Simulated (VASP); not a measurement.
Zr, 2 atoms in the cell. The structure is hexagonal, space group P6_3/mmc (No. 194). Conventional cell: a = 3.184 Å, b = 3.184 Å, c = 5.118 Å, α = 90.00°, β = 90.00°, γ = 120.00°. Within 4.1 Å of Zr (site symmetry -6m2) lie 12 Zr at 3.15 to 3.18 Å. 

- Program: VASP 6.6.1
- Task: elastic constants
- Functional: PBEsol
- Potentials or basis: VASP PAW PBE potentials, release 64 (Zr_sv)
- Cutoff: 600 eV
- k mesh: 16 × 16 × 8
- Occupations: fermi-dirac, width 0.08 eV
- Spin: no spin polarisation
- Dipole correction: no
- Ions in elastic constants: relaxed
- Further INCAR settings: ALGO = Normal; EDIFF = 1e-08; NBANDS = 19; IBRION = 6; POTIM = 0.015; NSW = 1; ISIF = 3

Potentials or basis: VASP PAW PBE potentials, release 64 (Zr_sv).

The run is started by

```sh
$ cat potpaw_PBE.64/Zr_sv/POTCAR > POTCAR
$ mpirun -np 4 vasp_std > vasp.out
```

Hardware: 4 MPI ranks on Oxide Virtual Turin-like Processor, with other jobs on the host.

Q: Estimate the wall time of this run.

A: Wall time 28 min on 4 MPI ranks on Oxide Virtual Turin-like Processor, with other jobs on the host, peak memory 0.95 GiB a rank. Counts: scf iterations 177, k points 150.
